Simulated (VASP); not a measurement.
# BN (R3m) in VASP: a series of runs

BN is run at these levels: PBE+D3(BJ), PBE+D4; tasks: relaxation of shape and atoms at fixed volume, single point.

All numbers are computed with VASP 6.6.1; they aren't measurements. Logs are shortened: lines on timing, memory, paths and dates and some standing lists are left out, and cuts for length are marked.

### 1 The cell of the first run

The structure is trigonal, space group R3m (No. 160). The conventional cell has a = 2.532 Å, b = 2.532 Å, c = 10.264 Å, α = 90.00°, β = 90.00°, γ = 120.00°. Within 2.0 Å of B (site symmetry 3m) lie 3 N at 1.46 Å. Within 2.0 Å of N (site symmetry 3m) lie 3 B at 1.46 Å.

### 2 Relaxation of shape and atoms at fixed volume, PBE+D3(BJ) (volume scaled by 1.06)

Contents of INCAR:

```
ALGO     = Normal         # electronic algorithm
EDIFF    = 1E-7           # SCF threshold, eV
EDIFFG   = -0.01          # ionic threshold
ENCUT    = 600            # plane-wave cutoff, eV
GGA      = PE             # functional
IBRION   = 2              # ionic algorithm
ISIF     = 4              # what is computed and relaxed
ISMEAR   = 0              # smearing method
IVDW     = 12             # dispersion correction
LASPH    = True           # aspherical terms in the spheres
LCHARG   = False          # write CHGCAR
LREAL    = False          # projectors in reciprocal space
LWAVE    = False          # write WAVECAR
NELM     = 80             # most SCF steps
NSW      = 50             # ionic steps
PREC     = Accurate       # precision mode
SIGMA    = 0.02           # smearing width, eV
```

Contents of KPOINTS:

```
k-points
0
Gamma
  12 12 12
```

Contents of POSCAR:

```
BN
1.0
    1.2660510555      0.7309549177      3.4212523811
   -1.2660510555      0.7309549177      3.4212523811
    0.0000000000     -1.4619098354      3.4212523811
B N
1 1
Direct
    0.9996613582      0.9996613582      0.9996613582
    0.3327716418      0.3327716418      0.3327716418
```

Potentials or basis: VASP PAW PBE potentials, release 64 (B, N).

Started as:

```console
$ cat potpaw_PBE.64/B/POTCAR potpaw_PBE.64/N/POTCAR > POTCAR
$ mpirun -np 1 vasp_std > vasp.out
```

OUTCAR:

```text
EDIFF = 1E-7
   EDIFFG = -0.01
   ENCUT = 600
   GGA = PE
   IBRION = 2
   ISIF = 4
   ISMEAR = 0
   IVDW = 12
   LASPH = True
   LREAL = False
   NELM = 80
   NSW = 50
   PREC = Accurate
 IVDW          = 12

 ion  position               nearest neighbor table
   1  1.000  1.000  1.000-   2 1.46   2 1.46   2 1.46
   2  0.333  0.333  0.333-   1 1.46   1 1.46   1 1.46

  LATTYP: Found a trigonal (rhomboedric) cell.
 ALAT       =     3.7205037592
 COS(alpha) =     0.7684051277

  Lattice vectors:

 A1 = (   1.2660510555,   0.7309549177,   3.4212523811)
 A2 = (  -1.2660510555,   0.7309549177,   3.4212523811)
 A3 = (   0.0000000000,  -1.4619098354,   3.4212523811)

Analysis of symmetry for initial positions (statically):
=====================================================================
 Subroutine PRICEL returns:
 Original cell was already a primitive cell.

 Routine SETGRP: Setting up the symmetry group for a
 trigonal (rhombohedral) supercell.

 Subroutine GETGRP returns: Found  6 space group operations
 (whereof  6 operations were pure point group operations)
 out of a pool of 12 trial point group operations.

The static configuration has the point symmetry C_3v.

Analysis of symmetry for dynamics (positions and initial velocities):
=====================================================================
 Subroutine PRICEL returns:
 Original cell was already a primitive cell.

 Routine SETGRP: Setting up the symmetry group for a
 trigonal (rhombohedral) supercell.

 Subroutine GETGRP returns: Found  6 space group operations
 (whereof  6 operations were pure point group operations)
 out of a pool of 12 trial point group operations.

The dynamic configuration has the point symmetry C_3v.

 Subroutine INISYM returns: Found  6 space group operations
 (whereof  6 operations are pure point group operations),
 and found     1 'primitive' translations

----------------------------------------------------------------------------------------

                                     Primitive cell

  volume of cell :      18.9967

  direct lattice vectors                    reciprocal lattice vectors
     1.266051055  0.730954918  3.421252381     0.394928781  0.228012238  0.097430209
    -1.266051055  0.730954918  3.421252381    -0.394928781  0.228012238  0.097430209
     0.000000000 -1.461909835  3.421252381     0.000000000 -0.456024476  0.097430209

  length of vectors
     3.720503759  3.720503759  3.720503759     0.466316382  0.466316382  0.466316382

  position of ions in fractional coordinates (direct lattice)
     0.999661358  0.999661358  0.999661358
     0.332771642  0.332771642  0.332771642

  ion indices of the primitive-cell ions
   primitive index   ion index
                 1           1
                 2           2

----------------------------------------------------------------------------------------

 KPOINTS: k-points

Automatic generation of k-mesh.
 Grid dimensions read from file:
 generate k-points for:   12   12   12

 Generating k-lattice:

  Cartesian coordinates                     Fractional coordinates (reciprocal lattice)
     0.032910732  0.019001020  0.008119184     0.083333333 -0.000000000 -0.000000000
    -0.032910732  0.019001020  0.008119184    -0.000000000  0.083333333 -0.000000000
     0.000000000 -0.038002040  0.008119184    -0.000000000 -0.000000000  0.083333333

  Length of vectors
     0.038859699  0.038859699  0.038859699

  Shift w.r.t. Gamma in fractional coordinates (k-lattice)
     0.000000000  0.000000000  0.000000000

 Subroutine IBZKPT returns following result:
 ===========================================

 Found    189 irreducible k-points:

 Following reciprocal coordinates:
            Coordinates               Weight
[... 53 lines left out ...]
   PSTRESS=    0.0 pullay stress
   NELECT =       8.0000    total number of electrons
   NUPDOWN=      -1.0000    fix difference up-down
   EMIN   =  10.00;   EMAX   =-10.00  energy-range for DOS
   EFERMI =   0.00;   METHOD = LEGACY
   ISMEAR =     0;   SIGMA  =   0.02  broadening in eV -4-tet -1-fermi 0-gaus
   EFERMI_NEDOS =   21; number of points for ismear=-14 and -15
   IALGO  =     38    algorithm
   IMIX   =      4    mixing-type and parameters
     AMIX     =   0.40;   BMIX     =  1.00
     AMIX_MAG =   1.60;   BMIX_MAG =  1.00
  volume/ion in A,a.u.               =       9.50        64.10
  Fermi-wavevector in a.u.,A,eV,Ry     =   1.227097  2.318876 20.487193  1.505766
  Thomas-Fermi vector in A             =   2.362073
   LORBIT       =      0    0 simple, 1 ext, 2 COOP (PROOUT), +10 PAW based schemes
   GGA     = PE    functional components
   LHFCALC =     F    Hartree Fock is set to
   AEXX    =    0.0000 exact exchange contribution
   IVDW    =    12    specifies the selected vdW correction
   LEPSILON=     F    determine dielectric tensor
   LRPA    =     F    only Hartree local field effects (RPA)
 conjugate gradient relaxation of ions
 non-spin polarized calculation
 Gauss-broadening in eV      SIGMA  =   0.02
  energy-cutoff  :      600.00
  volume of cell :       19.00
 maximum number of plane-waves:       648
 NGX is ok and might be reduce to    30
   NGX = 15   NGY = 15   NGZ = 15

--------------------------------------- Ionic step        1  -------------------------------------------

 number of electron       8.0000000 magnetization

 Free energy of the ion-electron system (eV)
  ---------------------------------------------------
  ext. energy  EPLUGINS =         0.00000000
  ---------------------------------------------------
  free energy    TOTEN  =       -17.58304057 eV

  energy without entropy =      -17.58304057  energy(sigma->0) =      -17.58304057

------------------------ aborting loop because EDIFF is reached ----------------------------------------

 Edisp (eV)   -0.26619

 E8    (eV) :    -0.0777

  FORCE on cell =-STRESS in cart. coord.  units (eV):
  Direction    XX          YY          ZZ          XY          YZ          ZX
  --------------------------------------------------------------------------------------
  -------------------------------------------------------------------------------------
  Total      -1.21359    -1.21359    -0.12593     0.00000     0.00000     0.00000
  in kB    -102.35432  -102.35432   -10.62126     0.00000     0.00000     0.00000
  external pressure =      -71.78 kB  Pullay stress =        0.00 kB

 VOLUME and BASIS-vectors are now :
 -----------------------------------------------------------------------------
  energy-cutoff  :      600.00
  volume of cell :       19.00
      direct lattice vectors                 reciprocal lattice vectors
     1.266051055  0.730954918  3.421252381     0.394928781  0.228012238  0.097430209
    -1.266051055  0.730954918  3.421252381    -0.394928781  0.228012238  0.097430209
     0.000000000 -1.461909835  3.421252381     0.000000000 -0.456024476  0.097430209

 POSITION                                       TOTAL-FORCE (eV/Angst)
 -----------------------------------------------------------------------------------
      0.00000      0.00000     10.26028         0.000000     -0.000000     -0.003835
      0.00000      0.00000      3.41549         0.000000      0.000000      0.003835
 -----------------------------------------------------------------------------------
    total drift:                               -0.000000      0.000000      0.000047

  FREE ENERGIE OF THE ION-ELECTRON SYSTEM (eV)
  ---------------------------------------------------
  free  energy   TOTEN  =       -17.8492281040 eV

  energy  without entropy=      -17.8492281040  energy(sigma->0) =      -17.84922810

--------------------------------------- Ionic step        2  -------------------------------------------

 number of electron       8.0000001 magnetization

 Free energy of the ion-electron system (eV)
  ---------------------------------------------------
  ext. energy  EPLUGINS =         0.00000000
  ---------------------------------------------------
  free energy    TOTEN  =       -17.59376658 eV

  energy without entropy =      -17.59376658  energy(sigma->0) =      -17.59376658

 E-fermi :   1.9526     XC(G=0):  -9.7489

 val. band max:        1.8569500546   @ k =  -0.3333   0.3333   0.0000
 cond. band min:       6.1770042095   @ k =   0.5000   0.5000   0.0000
 fundamental gap:      4.3200541548
 Fermi energy:         1.9525966911

 k-point     1 :       0.0000    0.0000    0.0000
  band No.  band energies     occupation
      1     -15.8452      2.00000
      2      -2.4399      2.00000
      3       0.5451      2.00000
      4       0.5451      2.00000
      5       6.8532      0.00000
      6      13.4413      0.00000
      7      13.4413      0.00000
      8      14.8185      0.00000
[... 243 lines left out ...]
 k-point    24 :      -0.4167    0.1667   -0.0000
  band No.  band energies     occupation
      1     -12.4568      2.00000
      2      -6.6988      2.00000
      3      -3.5573      2.00000
      4       1.5037      2.00000
      5       6.9680      0.00000
      6      13.2683      0.00000
      7      15.2645      0.00000
      8      16.1009      0.00000

 [... further k-points ...]

------------------------ aborting loop because EDIFF is reached ----------------------------------------

 Edisp (eV)   -0.26514

 E8    (eV) :    -0.0772

  FORCE on cell =-STRESS in cart. coord.  units (eV):
  Direction    XX          YY          ZZ          XY          YZ          ZX
  --------------------------------------------------------------------------------------
  -------------------------------------------------------------------------------------
  Total      -0.17840    -0.17840    -0.16455     0.00000     0.00000    -0.00000
  in kB     -15.04588   -15.04588   -13.87793     0.00000     0.00000    -0.00000
  external pressure =      -14.66 kB  Pullay stress =        0.00 kB

 VOLUME and BASIS-vectors are now :
 -----------------------------------------------------------------------------
  energy-cutoff  :      600.00
  volume of cell :       19.00
      direct lattice vectors                 reciprocal lattice vectors
     1.255074528  0.724617616  3.481356680     0.398382717  0.230006369  0.095748113
    -1.255074528  0.724617616  3.481356680    -0.398382717  0.230006369  0.095748113
     0.000000000 -1.449235233  3.481356680     0.000000000 -0.460012737  0.095748113

 POSITION                                       TOTAL-FORCE (eV/Angst)
 -----------------------------------------------------------------------------------
      0.00000      0.00000     10.44034        -0.000000      0.000000     -0.005430
      0.00000      0.00000      3.47568         0.000000     -0.000000      0.005430
 -----------------------------------------------------------------------------------
    total drift:                                0.000000      0.000000      0.000088

  FREE ENERGIE OF THE ION-ELECTRON SYSTEM (eV)
  ---------------------------------------------------
  free  energy   TOTEN  =       -17.8589055456 eV

  energy  without entropy=      -17.8589055456  energy(sigma->0) =      -17.85890555

 reached required accuracy - stopping structural energy minimisation
```

It took 83 s on 1 thread of Intel Xeon Platinum 8259CL at 2.50GHz (Skylake/Cascade Lake), shared host; peak memory 0.2 GiB.

What came out:

```
Free energy                  : -17.8589 eV
Energy gained by relaxing    : 4.8 meV/atom
Ionic steps                  : 2
Pressure after relaxing      : -1.5 GPa
Largest force after relaxing : 0.005 eV/Å
Band gap on the k mesh       : 4.32 eV, indirect (least direct gap 4.67 eV)
Dispersion energy per atom   : -0.133 eV
```

Forces on the atoms (eV/Å):
```
B    0.000  0.000 -0.005
N    0.000  0.000  0.005
```

The path:
```
step  energy change (eV)  largest force (eV/Å)  pressure (GPa)  volume (Å³)
   1              0.0000                0.0038           -7.18        19.00
   2             -0.0097                0.0054           -1.47        19.00
```

Final structure:
```
CELL_PARAMETERS angstrom
1.25507 0.72462 3.48136
-1.25507 0.72462 3.48136
0.00000 -1.44924 3.48136
ATOMIC_POSITIONS crystal
B 0.99964 0.99964 0.99964
N 0.33279 0.33279 0.33279
```

Caveat: the cell differs from its parent crystal (volume scaled by 1.06). A k mesh can miss the band edges.

(Part 1 of 2 ends here.)
